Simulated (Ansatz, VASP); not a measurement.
One calculation of CdTe, two programs

```xyz
2
Lattice="3.0810 0.0000 0.0000 0.0000 3.0810 0.0000 0.0000 0.0000 6.3795" Properties=species:S:1:pos:R:3 pbc="T T T"
Cd    1.5405    1.5405    0.0000
Te    1.5405    1.5405    3.1898
```

Alike in both runs: functional PBE; k mesh 5 × 5 × 4; occupations gaussian, width 0.2 eV; no spin polarisation.

Ansatz relaxed the structure, and its values are those at the end. VASP's run is a single point on that final structure, the one shown.

|  | VASP | Ansatz |
| --- | --- | --- |
| version | VASP 6.6.1 | Ansatz 0.2.0 |
| potentials or method | VASP PAW PBE potentials, release 64 (Cd, Te), cutoff 500 eV | scalar-relativistic, plane waves, PAW |
| valence electrons in the cell | 18 | 36 |

```tsv
	VASP	Ansatz	Ansatz less VASP
gap on the k mesh at the Fermi level (eV)	none	none	-
pressure (GPa)	0.4	0.3	-0.06
```

A gap of «none» marks a metal or a gap that the smearing closes. The functional is the same, so the differences come from potentials, cutoffs and numerics. VASP's potentials hold 18 valence electrons a cell and Ansatz's 36, so a difference there can come from the potentials and not from the codes.

The k mesh is coarse, so the values compare programs but aren't converged. Spin-orbit coupling is off throughout.
